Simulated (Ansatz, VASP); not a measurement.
**CoSi: VASP beside Ansatz**

```xyz
8
Lattice="4.4380 0.0000 0.0000 0.0000 4.4380 0.0000 0.0000 0.0000 4.4380" Properties=species:S:1:pos:R:3 pbc="T T T"
Co    0.6213    0.6213    0.6213
Co    1.5977    3.8167    2.8403
Co    2.8403    1.5977    3.8167
Co    3.8167    2.8403    1.5977
Si    3.7412    3.7412    3.7412
Si    2.9158    0.6968    1.5222
Si    1.5222    2.9158    0.6968
Si    0.6968    1.5222    2.9158
```

Alike in both runs: task relaxation of cell and atoms; functional PBE; k mesh 8 × 8 × 8; occupations gaussian, width 0.1 eV; no spin polarisation.

```csv
,VASP,Ansatz
version,VASP 6.6.1,Ansatz 0.2.0
potentials or method,"VASP PAW PBE potentials, release 64 (Co, Si), cutoff 600 eV","scalar-relativistic, plane waves, PAW"
valence electrons in the cell,52,84
```

```csv
,VASP,Ansatz,Ansatz less VASP
"gap on the k mesh at the Fermi level, each at its own relaxed structure (eV)",none,none,-
relaxed volume (Å³/atom),10.86,10.87,+0.011
relaxed length of the cell vector where the two differ most in proportion (Å),4.429,4.431,+0.0015
```

A gap of «none» marks a metal or a gap that the smearing closes. VASP's potentials hold 52 valence electrons a cell and Ansatz's 84, so a difference there can come from the potentials and not from the codes.
